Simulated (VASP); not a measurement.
Set up this calculation in VASP 6.6.1, as the native input.

* Task: single point
* Functional: PBE
* Potentials or basis: VASP PAW PBE potentials, release 64 (Ni)
* Cutoff: 520 eV
* k mesh: 30 × 30 × 30
* Occupations: gaussian, width 0.15 eV
* Spin: collinear spin, ferromagnetic start
* Starting moments: [0.75] μB
* Dipole correction: no
* Further INCAR settings: ALGO = Fast; EDIFF = 1e-07; NBANDS = 15

The structure of Ni lies in POSCAR:

```
Ni
1.0
    0.0000000000      1.9000015022      1.9000015022
    1.9000015022      0.0000000000      1.9000015022
    1.9000015022      1.9000015022      0.0000000000
Ni
1
Direct
    0.0000000000      0.0000000000      0.0000000000
```

This cell differs from its parent crystal: strain +0.080 along x and y, +0.080 along z.

These files were run (other wordings do the same):

INCAR

```
SYSTEM = Ni
  PREC = Accurate
  ENCUT = 520
  EDIFF = 1E-7
  ISMEAR = 0
  SIGMA = 0.15
  LREAL = .False.
  LASPH = .True.
  NELM = 150
  ALGO = Fast
  ISIF = 2
  LWAVE = .False.
  LCHARG = .False.
  ISPIN = 2
  MAGMOM = 0.75
  LORBIT = 11
  LMAXMIX = 4
  GGA = PE
  NBANDS = 15
```

KPOINTS

```
Automatic mesh
0
Gamma
  30 30 30
  0 0 0
```

Potentials or basis: VASP PAW PBE potentials, release 64 (Ni).

Run with:

```console
$ cat potpaw_PBE.64/Ni/POTCAR > POTCAR
$ mpirun -np 1 vasp_std > vasp.out
```

Results of the run:

| Property | Result |
| --- | --- |
| Pressure | -25.4 GPa |
| Net moment | 0.69 μB per cell |
| Site moments | Ni +0.73 μB |
| Valence electrons inside the program's atomic spheres | Ni 8.99 |

Caveat: the cell differs from its parent crystal (strain +0.080 along x and y, +0.080 along z); the cell stands under tension.

It took 3.2 min on 1 thread of Intel(R) Xeon(R) Platinum 8488C (Sapphire Rapids), with other jobs on the host, peak memory 0.32 GiB.
